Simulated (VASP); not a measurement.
The system is I.

```
I
1.0
     3.63503   -2.39502    0.00000
     3.63503    2.39502    0.00000
     0.00000    0.00000    9.79344
I
4
Direct
  0.85070 0.14930 0.88440
  0.64930 0.35070 0.38440
  0.35070 0.64930 0.61560
  0.14930 0.85070 0.11560
```

```yaml
Program: VASP 6.6.1
Task: relaxation of volume and atoms at fixed shape
Functional: PBEsol
Potentials_or_basis: VASP PAW PBE potentials, release 64 (I)
Cutoff: 500 eV
k_mesh: 6 × 6 × 3
Occupations: gaussian, width 0.05 eV
Spin: no spin polarisation
```

At the start: pressure 0.1 GPa; volume 42.63 Å³/atom.

Problem. Where does the relaxation end?

Solution. Over 16 steps the energy falls by 39.0 meV/atom and the volume is 38.29 Å³/atom (-10.2 %); space group Cmce (No. 64, to 0.1 Å) before and after.

The path:
| step | energy change (eV) | largest force (eV/Å) | pressure (GPa) | volume (Å³) |
| --- | --- | --- | --- | --- |
| 1 | 0.0000 | 0.7640 | 0.09 | 170.52 |
| 2 | -0.0658 | 0.1935 | -1.02 | 171.09 |
| 3 | -0.0699 | 0.0640 | -1.34 | 171.30 |
| 4 | -0.1264 | 0.0243 | -0.75 | 163.18 |
| 5 | -0.1420 | 0.1063 | -0.13 | 157.33 |
| 6 | -0.1420 | 0.1112 | -0.09 | 157.06 |
| 7 | -0.1446 | 0.0975 | -0.01 | 156.55 |
| 8 | -0.1475 | 0.1457 | 0.23 | 155.21 |
| 9 | -0.1488 | 0.1344 | 0.18 | 155.28 |
| 10 | -0.1516 | 0.1025 | 0.02 | 155.48 |
| 11 | -0.1519 | 0.0671 | -0.28 | 155.88 |
| 12 | -0.1526 | 0.0753 | -0.15 | 155.70 |
| 13 | -0.1536 | 0.0625 | -0.13 | 155.28 |
| 14 | -0.1554 | 0.0246 | -0.06 | 154.03 |
| 15 | -0.1545 | 0.0515 | 0.12 | 151.55 |
| 16 | -0.1558 | 0.0035 | 0.00 | 153.16 |

Final structure:
```yaml
crystal:
  lattice:
    - [3.50721, -2.31080, 0.00000]
    - [3.50721, 2.31080, 0.00000]
    - [0.00000, 0.00000, 9.44905]
  atoms:
    - { symbol: I, position: [0.83083, 0.16917, 0.87729] }
    - { symbol: I, position: [0.66917, 0.33083, 0.37729] }
    - { symbol: I, position: [0.33083, 0.66917, 0.62271] }
    - { symbol: I, position: [0.16917, 0.83083, 0.12271] }
```

Caveat: this functional lacks dispersion, which holds the molecules together, so the pressure and a relaxed volume are unreliable; the PAW data sets were made with another functional, which shifts forces and pressure a little.
